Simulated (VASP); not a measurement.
# GaN (Pm-3m) in VASP: further runs

The runs below take GaN through single point, with LDA.

Program: VASP 6.6.1. These are calculated values, not measurements. Logs are shortened: lines on timing, memory, paths and dates and some standing lists are left out, and cuts for length are marked.

### Step 1. The cell of the first run

Symmetry: Pm-3m, No. 221, cubic system. Conventional cell: a = 2.761 Å, b = 2.761 Å, c = 2.761 Å, α = 90.00°, β = 90.00°, γ = 90.00°. Ga (site symmetry m-3m) has 8 N at 2.39 Å and 6 Ga at 2.76 Å within 3.2 Å. N (site symmetry m-3m) has 8 Ga at 2.39 Å and 6 N at 2.76 Å within 3.2 Å.

### Step 2. Single point, LDA

INCAR reads:

```
PREC = Accurate ; ENCUT = 600
EDIFF = 1E-6 ; ISMEAR = 0
SIGMA = 0.05 ; LREAL = False
LASPH = True ; NELM = 120
ALGO = Normal ; ISIF = 2
LWAVE = False ; LCHARG = False
NBANDS = 16 ; GGA_COMPAT = False
```

KPOINTS reads:

```
Automatic mesh
0
Gamma
  6 6 6
```

POSCAR reads:

```
GaN
1.0
    2.7614855551      0.0000000000      0.0000000000
    0.0000000000      2.7614855551      0.0000000000
    0.0000000000      0.0000000000      2.7614855551
Ga N
1 1
Direct
    0.0000000000      0.0000000000      0.0000000000
    0.5000000000      0.5000000000      0.5000000000
```

Potentials or basis: VASP PAW LDA potentials, release 64 (Ga_d, N).

On the command line:

```sh
> cat potpaw_LDA.64/Ga_d/POTCAR potpaw_LDA.64/N/POTCAR > POTCAR
> mpirun -np 1 vasp_std > vasp.out
```

OUTCAR:

```text
PREC = Accurate
   ENCUT = 600
   EDIFF = 1E-6
   ISMEAR = 0
   LREAL = False
   LASPH = True
   NELM = 120
   ISIF = 2

 ion  position               nearest neighbor table
   1  0.000  0.000  0.000-
   2  0.500  0.500  0.500-

  LATTYP: Found a simple cubic cell.
 ALAT       =     2.7614855551

  Lattice vectors:

 A1 = (   2.7614855551,   0.0000000000,   0.0000000000)
 A2 = (   0.0000000000,   2.7614855551,   0.0000000000)
 A3 = (   0.0000000000,   0.0000000000,   2.7614855551)

Analysis of symmetry for initial positions (statically):
=====================================================================
 Subroutine PRICEL returns:
 Original cell was already a primitive cell.

 Routine SETGRP: Setting up the symmetry group for a
 simple cubic supercell.

 Subroutine GETGRP returns: Found 48 space group operations
 (whereof 48 operations were pure point group operations)
 out of a pool of 48 trial point group operations.

The static configuration has the point symmetry O_h .

Analysis of symmetry for dynamics (positions and initial velocities):
=====================================================================
 Subroutine PRICEL returns:
 Original cell was already a primitive cell.

 Routine SETGRP: Setting up the symmetry group for a
 simple cubic supercell.

 Subroutine GETGRP returns: Found 48 space group operations
 (whereof 48 operations were pure point group operations)
 out of a pool of 48 trial point group operations.

The dynamic configuration has the point symmetry O_h .

 Subroutine INISYM returns: Found 48 space group operations
 (whereof 48 operations are pure point group operations),
 and found     1 'primitive' translations

----------------------------------------------------------------------------------------

                                     Primitive cell

  volume of cell :      21.0585

  direct lattice vectors                    reciprocal lattice vectors
     2.761485555  0.000000000  0.000000000     0.362123929  0.000000000  0.000000000
     0.000000000  2.761485555  0.000000000     0.000000000  0.362123929  0.000000000
     0.000000000  0.000000000  2.761485555     0.000000000  0.000000000  0.362123929

  length of vectors
     2.761485555  2.761485555  2.761485555     0.362123929  0.362123929  0.362123929

  position of ions in fractional coordinates (direct lattice)
     0.000000000  0.000000000  0.000000000
     0.500000000  0.500000000  0.500000000

  ion indices of the primitive-cell ions
   primitive index   ion index
                 1           1
                 2           2

----------------------------------------------------------------------------------------

 KPOINTS: Automatic mesh

Automatic generation of k-mesh.
 Grid dimensions read from file:
 generate k-points for:    6    6    6

 Generating k-lattice:

  Cartesian coordinates                     Fractional coordinates (reciprocal lattice)
     0.060353988  0.000000000  0.000000000     0.166666667  0.000000000  0.000000000
     0.000000000  0.060353988  0.000000000     0.000000000  0.166666667  0.000000000
     0.000000000  0.000000000  0.060353988     0.000000000  0.000000000  0.166666667

  Length of vectors
     0.060353988  0.060353988  0.060353988

  Shift w.r.t. Gamma in fractional coordinates (k-lattice)
     0.000000000  0.000000000  0.000000000

 Subroutine IBZKPT returns following result:
 ===========================================

 Found     20 irreducible k-points:

 Following reciprocal coordinates:
            Coordinates               Weight
  0.000000  0.000000  0.000000      1.000000
  0.166667  0.000000  0.000000      6.000000
  0.333333  0.000000  0.000000      6.000000
  0.500000  0.000000  0.000000      3.000000
  0.166667  0.166667  0.000000     12.000000
  0.333333  0.166667  0.000000     24.000000
[... 12 lines left out ...]
  0.500000  0.500000  0.333333      6.000000
  0.500000  0.500000  0.500000      1.000000
   k-points           NKPTS =     20   k-points in BZ     NKDIM =     20   number of bands    NBANDS=     16
   number of dos      NEDOS =    301   number of ions     NIONS =      2
   total plane-waves  NPLWV =  13824
   dimension x,y,z NGX =    24 NGY =   24 NGZ =   24
   dimension x,y,z NGXF=    48 NGYF=   48 NGZF=   48
   ions per type =               1   1
   NGX,Y,Z   is equivalent  to a cutoff of  14.45, 14.45, 14.45 a.u.
   NGXF,Y,Z  is equivalent  to a cutoff of  28.90, 28.90, 28.90 a.u.
 SYSTEM =  unknown system
   PREC   = accura    normal or accurate (medium, high low for compatibility)
   ISTART =      0    job   : 0-new  1-cont  2-samecut
   ICHARG =      2    charge: 1-file 2-atom 10-const
   ISPIN  =      1    spin polarized calculation?
   LNONCOLLINEAR =      F non collinear calculations
   LSORBIT =      F    spin-orbit coupling
   LASPH  =      T    aspherical Exc in radial PAW
   ENCUT  =  600.0 eV  44.10 Ry    6.64 a.u.   5.52  5.52  5.52*2*pi/ulx,y,z
   NELM   =    120;   NELMIN=  2; NELMDL= -5     # of ELM steps
   EDIFF  = 0.1E-05   stopping-criterion for ELM
   LREAL  =      F    real-space projection
   EDIFFG = 0.1E-04   stopping-criterion for IOM
   NSW    =      0    number of steps for IOM
   IBRION =     -1    ionic relax: 0-MD 1-quasi-New 2-CG
   NFREE  =      0    steps in history (QN), initial steepest desc. (CG)
   ISIF   =      2    stress and relaxation
   ISYM   =      2    0-nonsym 1-usesym 2-fastsym
   POTIM  = 0.5000    time-step for ionic-motion
   TEBEG  =    0.0;   TEEND  =   0.0 temperature during run
   PSTRESS=    0.0 pullay stress
   NELECT =      18.0000    total number of electrons
   NUPDOWN=      -1.0000    fix difference up-down
   EMIN   =  10.00;   EMAX   =-10.00  energy-range for DOS
   EFERMI =   0.00;   METHOD = LEGACY
   ISMEAR =     0;   SIGMA  =   0.05  broadening in eV -4-tet -1-fermi 0-gaus
   EFERMI_NEDOS =   21; number of points for ismear=-14 and -15
   IALGO  =     38    algorithm
   IMIX   =      4    mixing-type and parameters
     AMIX     =   0.40;   BMIX     =  1.00
     AMIX_MAG =   1.60;   BMIX_MAG =  1.00
  volume/ion in A,a.u.               =      10.53        71.06
  Fermi-wavevector in a.u.,A,eV,Ry     =   1.553661  2.935993 32.842587  2.413862
  Thomas-Fermi vector in A             =   2.657859
   LORBIT       =      0    0 simple, 1 ext, 2 COOP (PROOUT), +10 PAW based schemes
   GGA     = CA    functional components
   LHFCALC =     F    Hartree Fock is set to
   AEXX    =    0.0000 exact exchange contribution
   IVDW    =     0    specifies the selected vdW correction
   LEPSILON=     F    determine dielectric tensor
   LRPA    =     F    only Hartree local field effects (RPA)
 non-spin polarized calculation
 Gauss-broadening in eV      SIGMA  =   0.05
  energy-cutoff  :      600.00
  volume of cell :       21.06
 maximum number of plane-waves:       739
 NGX is ok and might be reduce to    24
   NGX = 11   NGY = 11   NGZ = 11

 number of electron      17.9999999 magnetization

 Free energy of the ion-electron system (eV)
  ---------------------------------------------------
  ext. energy  EPLUGINS =         0.00000000
  ---------------------------------------------------
  free energy    TOTEN  =       -10.56203242 eV

  energy without entropy =      -10.55831229  energy(sigma->0) =      -10.56017236

 E-fermi :   7.0690     XC(G=0): -13.0021

 val. band max:        7.0576800806   @ k =   0.5000   0.3333   0.1667
 cond. band min:       7.0849435941   @ k =   0.5000   0.0000   0.0000
 fundamental gap:      0.0272635136
 Fermi energy:         7.0689925099

 k-point     1 :       0.0000    0.0000    0.0000
  band No.  band energies     occupation
      1      -9.6082      2.00000
      2      -8.1319      2.00000
      3      -8.1319      2.00000
      4      -7.6538      2.00000
      5      -7.6538      2.00000
      6      -7.6538      2.00000
[... 8 lines left out ...]
     15      20.1718      0.00000
     16      33.9289      0.00000

 k-point     2 :       0.1667    0.0000    0.0000
  band No.  band energies     occupation
      1      -9.1979      2.00000
      2      -8.1215      2.00000
      3      -8.0545      2.00000
      4      -7.6960      2.00000
      5      -7.6960      2.00000
      6      -7.6503      2.00000
[... 8 lines left out ...]
     15      22.1644      0.00000
     16      29.4063      0.00000

 k-point     3 :       0.3333    0.0000    0.0000
  band No.  band energies     occupation
      1      -8.1787      2.00000
      2      -8.1006      2.00000
      3      -7.8389      2.00000
      4      -7.7789      2.00000
      5      -7.7789      2.00000
      6      -7.6432      2.00000
[... 8 lines left out ...]
     15      24.8287      0.00000
     16      26.8429      0.00000

 k-point     4 :       0.5000    0.0000    0.0000
  band No.  band energies     occupation
      1      -8.0902      2.00000
      2      -7.8866      2.00000
      3      -7.8196      2.00000
      4      -7.8196      2.00000
      5      -7.6398      2.00000
      6      -7.2307      2.00000
[... 8 lines left out ...]
     15      21.5945      0.00000
     16      30.4788      0.00000
[... 248 lines left out ...]
 k-point    18 :       0.5000    0.3333    0.3333
  band No.  band energies     occupation
      1      -8.2242      2.00000
      2      -8.0054      2.00000
      3      -7.9411      2.00000
      4      -7.6807      2.00000
      5      -7.5850      2.00000
      6      -4.7731      2.00000
[... 8 lines left out ...]
     15      24.9316      0.00000
     16      25.8127      0.00000

 k-point    19 :       0.5000    0.5000    0.3333
  band No.  band energies     occupation
      1      -8.2050      2.00000
      2      -8.0014      2.00000
      3      -8.0014      2.00000
      4      -7.6314      2.00000
      5      -7.5241      2.00000
      6      -4.5138      2.00000
[... 8 lines left out ...]
     15      25.7970      0.00000
     16      25.7970      0.00000

 k-point    20 :       0.5000    0.5000    0.5000
  band No.  band energies     occupation
      1      -8.0719      2.00000
      2      -8.0719      2.00000
      3      -8.0719      2.00000
      4      -7.5222      2.00000
      5      -7.5222      2.00000
      6      -4.4344      2.00000
[... 8 lines left out ...]
     15      25.9400      0.00000
     16      25.9400      0.00000

------------------------ aborting loop because EDIFF is reached ----------------------------------------

  FORCE on cell =-STRESS in cart. coord.  units (eV):
  Direction    XX          YY          ZZ          XY          YZ          ZX
  --------------------------------------------------------------------------------------
  -------------------------------------------------------------------------------------
  Total       -1.7079935     -1.7079935     -1.7079935     -0.0000000     -0.0000000     -0.0000000
  in kB     -129.9476646   -129.9476646   -129.9476646     -0.0000000     -0.0000000     -0.0000000
  external PRESSURE =    -129.9476646 kB  Pullay stress =       0.0000000 kB

 VOLUME and BASIS-vectors are now :
 -----------------------------------------------------------------------------
  energy-cutoff  :      600.00
  volume of cell :       21.06
      direct lattice vectors                 reciprocal lattice vectors
     2.761485555  0.000000000  0.000000000     0.362123929  0.000000000  0.000000000
     0.000000000  2.761485555  0.000000000     0.000000000  0.362123929  0.000000000
     0.000000000  0.000000000  2.761485555     0.000000000  0.000000000  0.362123929

 POSITION                                       TOTAL-FORCE (eV/Angst)
 -----------------------------------------------------------------------------------
      0.00000      0.00000      0.00000         0.000000      0.000000      0.000000
      1.38074      1.38074      1.38074         0.000000      0.000000      0.000000
 -----------------------------------------------------------------------------------
    total drift:                                0.000000      0.000000     -0.000000

  FREE ENERGIE OF THE ION-ELECTRON SYSTEM (eV)
  ---------------------------------------------------
  free  energy   TOTEN  =       -10.5620324219 eV

  energy  without entropy=      -10.5583122901  energy(sigma->0) =      -10.56017236
```

It took 8.9 s on 1 thread of AMD EPYC 7R43 (Zen 3), shared host; peak memory 0.09 GiB.

Results:

```yaml
Free_energy: -10.5620 eV
Pressure: -13.0 GPa
Band_gap_on_the_k_mesh: zero (band 9 reaches 7.18 eV, above the bottom of band 10 at 5.77 eV)
```

Levels at points of the mesh, in eV from the Fermi level:
```csv
k point,band 6,band 7,band 8,band 9,band 10,band 11,band 12,band 13
"(0.00, 0.00, 0.00)",-14.72,-1.93,-1.30,-1.30,-1.30,9.89,9.89,13.10
"(0.50, 0.00, 0.00)",-14.30,-9.13,0.02,0.02,3.39,4.60,10.42,10.42
"(0.50, 0.50, 0.00)",-11.76,-6.02,-6.02,-2.67,0.38,7.94,7.94,13.35
"(0.50, 0.50, 0.50)",-11.50,-2.93,-2.93,-2.93,1.48,1.48,1.48,2.61
```

Caveat: the k points lie up to 0.38 Å⁻¹ apart.

[end of part 1 of 2]
